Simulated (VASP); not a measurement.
Input of a VASP 6.6.1 run:

INCAR

```
SYSTEM = Sn
PREC = Accurate
ENCUT = 520
EDIFF = 1E-6
ISMEAR = 0
SIGMA = 0.15
LREAL = .False.
LASPH = .True.
NELM = 100
ALGO = Fast
ISIF = 2
LWAVE = .False.
LCHARG = .False.
GGA = PS
NBANDS = 21
```

File KPOINTS:

```
Automatic mesh
0
Gamma
  12 12 12
  0 0 0
```

Contents of POSCAR:

```
Sn
1.0
    0.0000000000      3.3023980000      3.2456000000
    3.2456000000      0.0000000000      3.2456000000
    3.2456000000      3.3023980000      0.0000000000
Sn
2
Direct
    0.5000000000      0.5000000000      0.5000000000
    0.7500000000      0.7500000000      0.7500000000
```

Potentials or basis: VASP PAW PBE potentials, release 64 (Sn_d).

Command:

```sh
$ cat potpaw_PBE.64/Sn_d/POTCAR > POTCAR
$ mpirun -np 1 vasp_std > vasp.out
```

(1) Estimate the band gap on the k mesh.

(2) Estimate the pressure.

Answers

(1) zero (band 14 reaches 5.42 eV, above the bottom of band 15 at 5.20 eV).

(2) 0.1 GPa.

Caveat: the cell differs from its parent crystal (strain +0.0175 x Voigt [0, 1, 0, 0, 0, 0]); the PAW data sets were made with another functional, which shifts forces and pressure a little; spin-orbit coupling is left out, which moves the levels of the heavy elements.
